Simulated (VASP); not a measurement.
# Zn (Im-3m) in VASP: a series of runs

Zn is run at these levels: r2SCAN; tasks: single point.

Everything below comes from runs of VASP 6.6.1. Logs are shortened: lines on timing, memory, paths and dates and some standing lists are left out, and cuts for length are marked.

## (1) The cell of the first run

It takes space group Im-3m (No. 229, cubic). The conventional cell has a = 3.096 Å, b = 3.096 Å, c = 3.096 Å, α = 90.00°, β = 90.00°, γ = 90.00°. Within 3.5 Å of Zn (site symmetry m-3m) lie 14 Zn at 2.68 to 3.10 Å.

## (2) Single point, r2SCAN

The input, POSCAR:

```
Zn
1.0
   -1.5478311978      1.5478311978      1.5478311978
    1.5478311978     -1.5478311978      1.5478311978
    1.5478311978      1.5478311978     -1.5478311978
Zn
1
Direct
    0.0000000000      0.0000000000      0.0000000000
```

The input, INCAR.step1:

```
SYSTEM = Zn
  PREC = Accurate
  ENCUT = 520
  ISMEAR = -1
  SIGMA = 0.05
  LREAL = .False.
  LASPH = .True.
  NELM = 100
  NBANDS = 12
  GGA = PE
  ALGO = Normal
  EDIFF = 1E-4
  LWAVE = .True.
  LCHARG = .False.
```

The input, INCAR.step2:

```
SYSTEM = Zn
  PREC = Accurate
  ENCUT = 520
  EDIFF = 1E-6
  ISMEAR = -1
  SIGMA = 0.05
  LREAL = .False.
  LASPH = .True.
  NELM = 100
  ALGO = Normal
  ISIF = 2
  LWAVE = .False.
  LCHARG = .False.
  METAGGA = R2SCAN
  LMIXTAU = .True.
  NBANDS = 12
  ISTART = 1
```

The input, KPOINTS:

```
regular mesh
0
Gamma
  12 12 12
  0 0 0
```

Potentials or basis: VASP PAW PBE potentials, release 64 (Zn).

Run with:

```sh
$ cat potpaw_PBE.64/Zn/POTCAR > POTCAR
$ cp INCAR.step1 INCAR
$ mpirun -np 1 vasp_std > vasp.out
$ cp INCAR.step2 INCAR
$ mpirun -np 1 vasp_std > vasp.out
```

OUTCAR:

```text
SYSTEM = Zn
   PREC = Accurate
   ENCUT = 520
   EDIFF = 1E-6
   ISMEAR = -1
   LREAL = .False.
   LASPH = .True.
   NELM = 100
   ISIF = 2
   METAGGA = R2SCAN
   ISTART = 1

 ion  position               nearest neighbor table
   1  0.000  0.000  0.000-

  LATTYP: Found a body centered cubic cell.
 ALAT       =     3.0956623956

  Lattice vectors:

 A1 = (  -1.5478311978,   1.5478311978,   1.5478311978)
 A2 = (   1.5478311978,  -1.5478311978,   1.5478311978)
 A3 = (   1.5478311978,   1.5478311978,  -1.5478311978)

Analysis of symmetry for initial positions (statically):
=====================================================================
 Subroutine PRICEL returns:
 Original cell was already a primitive cell.

 Routine SETGRP: Setting up the symmetry group for a
 body centered cubic supercell.

 Subroutine GETGRP returns: Found 48 space group operations
 (whereof 48 operations were pure point group operations)
 out of a pool of 48 trial point group operations.

The static configuration has the point symmetry O_h .

Analysis of symmetry for dynamics (positions and initial velocities):
=====================================================================
 Subroutine PRICEL returns:
 Original cell was already a primitive cell.

 Routine SETGRP: Setting up the symmetry group for a
 body centered cubic supercell.

 Subroutine GETGRP returns: Found 48 space group operations
 (whereof 48 operations were pure point group operations)
 out of a pool of 48 trial point group operations.

The dynamic configuration has the point symmetry O_h .

 Subroutine INISYM returns: Found 48 space group operations
 (whereof 48 operations are pure point group operations),
 and found     1 'primitive' translations

----------------------------------------------------------------------------------------

                                     Primitive cell

  volume of cell :      14.8331

  direct lattice vectors                    reciprocal lattice vectors
    -1.547831198  1.547831198  1.547831198     0.000000000  0.323032641  0.323032641
     1.547831198 -1.547831198  1.547831198     0.323032641  0.000000000  0.323032641
     1.547831198  1.547831198 -1.547831198     0.323032641  0.323032641  0.000000000

  length of vectors
     2.680922276  2.680922276  2.680922276     0.456837142  0.456837142  0.456837142

  position of ions in fractional coordinates (direct lattice)
[... 76 lines left out ...]
   NELM   =    100;   NELMIN=  2; NELMDL=  0     # of ELM steps
   EDIFF  = 0.1E-05   stopping-criterion for ELM
   LREAL  =      F    real-space projection
   EDIFFG = 0.1E-04   stopping-criterion for IOM
   NSW    =      0    number of steps for IOM
   IBRION =     -1    ionic relax: 0-MD 1-quasi-New 2-CG
   NFREE  =      0    steps in history (QN), initial steepest desc. (CG)
   ISIF   =      2    stress and relaxation
   ISYM   =      2    0-nonsym 1-usesym 2-fastsym
   POTIM  = 0.5000    time-step for ionic-motion
   TEBEG  =    0.0;   TEEND  =   0.0 temperature during run
   PSTRESS=    0.0 pullay stress
   NELECT =      12.0000    total number of electrons
   NUPDOWN=      -1.0000    fix difference up-down
   EMIN   =  10.00;   EMAX   =-10.00  energy-range for DOS
   EFERMI =   0.00;   METHOD = LEGACY
   ISMEAR =    -1;   SIGMA  =   0.05  broadening in eV -4-tet -1-fermi 0-gaus
   EFERMI_NEDOS =   21; number of points for ismear=-14 and -15
   IALGO  =     38    algorithm
   IMIX   =      4    mixing-type and parameters
     AMIX     =   0.40;   BMIX     =  1.00
     AMIX_MAG =   1.60;   BMIX_MAG =  1.00
  volume/ion in A,a.u.               =      14.83       100.10
  Fermi-wavevector in a.u.,A,eV,Ry     =   1.525428  2.882641 31.659804  2.326930
  Thomas-Fermi vector in A             =   2.633599
   LORBIT       =      0    0 simple, 1 ext, 2 COOP (PROOUT), +10 PAW based schemes
   METAGGA = R2SCAN    functional components
   LHFCALC =     F    Hartree Fock is set to
   AEXX    =    0.0000 exact exchange contribution
   IVDW    =     0    specifies the selected vdW correction
   LEPSILON=     F    determine dielectric tensor
   LRPA    =     F    only Hartree local field effects (RPA)
 non-spin polarized calculation
  energy-cutoff  :      520.00
  volume of cell :       14.83
 maximum number of plane-waves:       420
   NGX =  9   NGY =  9   NGZ =  9

 number of electron      12.0000015 magnetization

 Free energy of the ion-electron system (eV)
  ---------------------------------------------------
  ext. energy  EPLUGINS =         0.00000000
  ---------------------------------------------------
  free energy    TOTEN  =        -8.79353689 eV

  energy without entropy =       -8.79023852  energy(sigma->0) =       -8.79188770

 E-fermi :   3.3114     XC(G=0): -12.8358

 val. band max:        3.1744239328   @ k =   0.3333   0.2500   0.0833
 cond. band min:       3.3158421008   @ k =   0.4167   0.0833   0.0000
 fundamental gap:      0.1414181680
 Fermi energy:         3.3114048167

 k-point     1 :       0.0000    0.0000    0.0000
  band No.  band energies     occupation
      1      -7.9135      2.00000
      2      -4.9424      2.00000
      3      -4.9423      2.00000
      4      -4.9423      2.00000
      5      -4.4056      2.00000
      6      -4.4056      2.00000
      7      24.1162      0.00000
      8      24.1162      0.00000
      9      24.1164      0.00000
     10      25.3330      0.00000
     11      25.3330      0.00000
     12      25.3330      0.00000
[... 331 lines left out ...]
 k-point    24 :       0.4167    0.0833    0.0833
  band No.  band energies     occupation
      1      -5.5305      2.00000
      2      -5.2755      2.00000
      3      -4.4132      2.00000
      4      -4.3669      2.00000
      5      -4.3071      2.00000
      6       0.9941      2.00000
      7       2.6985      1.99999
      8      12.6080      0.00000
      9      13.0982      0.00000
     10      24.0255      0.00000
     11      25.0800      0.00000
     12      33.4389      0.00000

 [... further k-points ...]
[... 5 lines left out ...]
  --------------------------------------------------------------------------------------
  -------------------------------------------------------------------------------------
  Total       -0.1885795     -0.1885795     -0.1885795      0.0000000     -0.0000000      0.0000000
  in kB      -20.3692157    -20.3692157    -20.3692157      0.0000000     -0.0000000      0.0000000
  external PRESSURE =     -20.3692157 kB  Pullay stress =       0.0000000 kB

 VOLUME and BASIS-vectors are now :
 -----------------------------------------------------------------------------
  energy-cutoff  :      520.00
  volume of cell :       14.83
      direct lattice vectors                 reciprocal lattice vectors
    -1.547831198  1.547831198  1.547831198     0.000000000  0.323032641  0.323032641
     1.547831198 -1.547831198  1.547831198     0.323032641  0.000000000  0.323032641
     1.547831198  1.547831198 -1.547831198     0.323032641  0.323032641  0.000000000

 POSITION                                       TOTAL-FORCE (eV/Angst)
 -----------------------------------------------------------------------------------
      0.00000      0.00000      0.00000        -0.000000     -0.000000     -0.000000
 -----------------------------------------------------------------------------------
    total drift:                                0.000000     -0.000000      0.000000

  FREE ENERGIE OF THE ION-ELECTRON SYSTEM (eV)
  ---------------------------------------------------
  free  energy   TOTEN  =        -8.7935368920 eV

  energy  without entropy=       -8.7902385174  energy(sigma->0) =       -8.79188770
```

OUTCAR.step1:

```text
SYSTEM = Zn
   PREC = Accurate
   ENCUT = 520
   ISMEAR = -1
   LREAL = .False.
   LASPH = .True.
[... 576 lines left out ...]
 -----------------------------------------------------------------------------------
      0.00000      0.00000      0.00000         0.000000     -0.000000      0.000000
 -----------------------------------------------------------------------------------
    total drift:                                0.000000     -0.000000      0.000000

  FREE ENERGIE OF THE ION-ELECTRON SYSTEM (eV)
  ---------------------------------------------------
  free  energy   TOTEN  =        -1.0136758878 eV

  energy  without entropy=       -1.0096697602  energy(sigma->0) =       -1.01167282
```

OSZICAR.step1:

```text
N       E                     dE             d eps       ncg     rms          rms(c)
DAV:   1     0.421516779033E+02    0.42152E+02   -0.66534E+03  1776   0.161E+03
DAV:   2     0.691253247335E-01   -0.42083E+02   -0.39984E+02  1796   0.213E+02
DAV:   3    -0.111542101350E+01   -0.11845E+01   -0.11830E+01  2012   0.357E+01
DAV:   4    -0.111800505562E+01   -0.25840E-02   -0.25840E-02  1964   0.164E+00
DAV:   5    -0.111800696234E+01   -0.19067E-05   -0.19060E-05  1440   0.427E-02    0.300E+00
DAV:   6    -0.102154508308E+01    0.96462E-01   -0.50469E-01  1980   0.144E+01    0.226E+00
DAV:   7    -0.101609855803E+01    0.54465E-02   -0.93495E-03  1864   0.189E+00    0.114E+00
DAV:   8    -0.101367057616E+01    0.24280E-02   -0.11822E-03  2140   0.501E-01    0.371E-02
DAV:   9    -0.101367588776E+01   -0.53116E-05   -0.73876E-05  1224   0.126E-01
   1 F= -.10136759E+01 E0= -.10116728E+01  d E =-.400613E-02
```

Wall time 44 s (1 thread of AMD EPYC 7R43 (Zen 3), shared host); peak memory 0.09 GiB.

What came out:

```yaml
Free_energy: -8.7935 eV
Pressure: -2.0 GPa
Band_gap_on_the_k_mesh: zero (band 6 reaches 7.79 eV, above the bottom of band 7 at 2.40 eV)
```

Caveat: the PAW data sets were made with another functional, which shifts forces and pressure a little.

(Part 1 of 2 ends here.)
